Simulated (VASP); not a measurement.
ZnC:

```xyz
2
Lattice="2.8115 0.0000 0.0000 0.0000 2.8115 0.0000 0.0000 0.0000 2.8115" Properties=species:S:1:pos:R:3 pbc="T T T"
Zn    0.0000    0.0000    0.0000
C     1.4058    1.4058    1.4058
```

- Program: VASP 6.6.1
- Task: relaxation of cell and atoms
- Functional: PBE
- Potentials or basis: VASP PAW PBE potentials, release 64 (Zn, C)
- Cutoff: 600 eV
- k mesh: 6 × 6 × 6
- Occupations: gaussian, width 0.1 eV
- Spin: no spin polarisation

At the start: pressure -6.5 GPa; volume 11.11 Å³/atom.

Task: Where does the relaxation end?

Result: Over 3 steps the energy falls by 12.1 meV/atom and the volume is 10.54 Å³/atom (-5.1 %); space group Pm-3m (No. 221, to 0.05 Å).

Step by step:
```
step  energy change (eV)  largest force (eV/Å)  pressure (GPa)  volume (Å³)
   1              0.0000                0.0000           -6.47        22.22
   2             -0.0225                0.0000            1.94        20.81
   3             -0.0241                0.0000            0.01        21.09
```

Final structure:
```cif
data_structure
_symmetry_space_group_name_H-M 'P 1'
_symmetry_Int_Tables_number 1
_cell_length_a 2.7628
_cell_length_b 2.7628
_cell_length_c 2.7628
_cell_angle_alpha 90.000
_cell_angle_beta 90.000
_cell_angle_gamma 90.000
_cell_volume 21.09
loop_
_atom_site_label
_atom_site_type_symbol
_atom_site_fract_x
_atom_site_fract_y
_atom_site_fract_z
_atom_site_occupancy
Zn1 Zn 0.00000 0.00000 0.00000 1
C1 C 0.50000 0.50000 0.50000 1
```

Caveat: the k points lie up to 0.38 Å⁻¹ apart in the final cell.
